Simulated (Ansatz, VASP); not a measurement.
# Two plane-wave programs on SbP2

```
CELL_PARAMETERS angstrom
2.79842 -2.90580 0.00000
2.79842 2.90580 0.00000
-1.01476 0.00000 6.34821
ATOMIC_POSITIONS crystal
Sb 0.00000 0.50000 0.00000
Sb 0.50000 0.00000 0.50000
P 0.15843 0.45266 0.37806
P 0.54734 0.84157 0.12194
P 0.84157 0.54734 0.62194
P 0.45266 0.15843 0.87806
```

Alike in both runs: task single point; functional PBE; k mesh 4 × 4 × 4; occupations gaussian, width 0.1 eV; no spin polarisation.

|  | VASP | Ansatz |
| --- | --- | --- |
| version | VASP 6.6.1 | Ansatz 0.2.0 |
| potentials or method | VASP PAW PBE potentials, release 64 (Sb, P), cutoff 520 eV | scalar-relativistic, plane waves, PAW |
| valence electrons in the cell | 30 | 50 |

Ansatz gave:

- gap on the k mesh at the Fermi level (eV): none
- rms of the force components (eV/Å): 0.717

Problem. What did VASP give for the same quantities?

Solution. gap on the k mesh at the Fermi level (eV): none; rms of the force components (eV/Å): 0.751.

Atom by atom the forces differ by 0.035 eV/Å (rms over components). A gap of «none» marks a metal or a gap that the smearing closes. VASP's potentials hold 30 valence electrons a cell and Ansatz's 50, so a difference there can come from the potentials and not from the codes.

The k mesh is coarse, so the values compare programs but aren't converged. Neither program's run includes spin-orbit coupling.
